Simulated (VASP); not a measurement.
**RbCl: single point with PBE+D3(BJ)**

Crystal: RbCl.

```
Rb Cl
1.0
     0.00000    3.29361    3.29361
     3.29361    0.00000    3.29361
     3.29361    3.29361    0.00000
Rb Cl
1 1
Direct
  0.00000 0.00000 0.00000
  0.50000 0.50000 0.50000
```

```
Program             : VASP 6.6.1
Task                : single point
Functional          : PBE
Dispersion          : D3(BJ)
Potentials or basis : VASP PAW PBE potentials, release 64 (Rb_sv, Cl)
Cutoff              : 500 eV
k mesh              : 6 × 6 × 6
Occupations         : gaussian, width 0.02 eV
Spin                : no spin polarisation
```

```json
{
  "Pressure": "0.0 GPa",
  "Band gap on the k mesh": "4.99 eV, direct",
  "Dispersion energy per atom": "-0.181 eV"
}
```

Levels at points of the mesh, in eV from the valence-band top:
| k point | band 6 | band 7 | band 8 | band 9 | band 10 | band 11 |
| --- | --- | --- | --- | --- | --- | --- |
| (0.00, 0.00, 0.00) | 0.00 | 0.00 | 0.00 | 4.99 | 7.99 | 7.99 |
| (0.50, 0.00, 0.00) | -0.86 | -0.34 | -0.34 | 7.74 | 7.96 | 10.14 |
| (0.50, 0.50, 0.00) | -0.32 | -0.10 | -0.10 | 6.21 | 8.05 | 9.70 |

Run time: 35 s on 1 thread of AMD EPYC 7R13 (shared host), peak memory 0.18 GiB.
